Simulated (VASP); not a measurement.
Here is a VASP 6.6.1 calculation.

File INCAR:

```
PREC = Accurate
ENCUT = 520
EDIFF = 1E-6
ISMEAR = -1
SIGMA = 0.05
LREAL = F
LASPH = T
NELM = 60
ALGO = Normal
ISIF = 2
LWAVE = F
LCHARG = F
GGA = PE
IVDW = 12
NBANDS = 16
```

The input KPOINTS:

```
Automatic mesh
0
Gamma
  8 8 8
```

POSCAR

```
CdSe
1.0
    0.0000000000      3.1304878824      3.1304878824
    3.1304878824      0.0000000000      3.1304878824
    3.1304878824      3.1304878824      0.0000000000
Cd Se
1 1
Direct
    0.0000000000      0.0000000000      0.0000000000
    0.2500000000      0.2500000000      0.2500000000
```

Potentials or basis: VASP PAW PBE potentials, release 64 (Cd, Se).

The run is started by

```bash
$ cat potpaw_PBE.64/Cd/POTCAR potpaw_PBE.64/Se/POTCAR > POTCAR
$ mpirun -np 1 vasp_std > vasp.out
```

(1) What does it give for the pressure?

(2) What does it give for the band gap on the k mesh?

(3) What does it give for the dispersion energy per atom?

## Answers

(1) -2.8 GPa.

(2) 0.43 eV, direct.

(3) -0.288 eV.
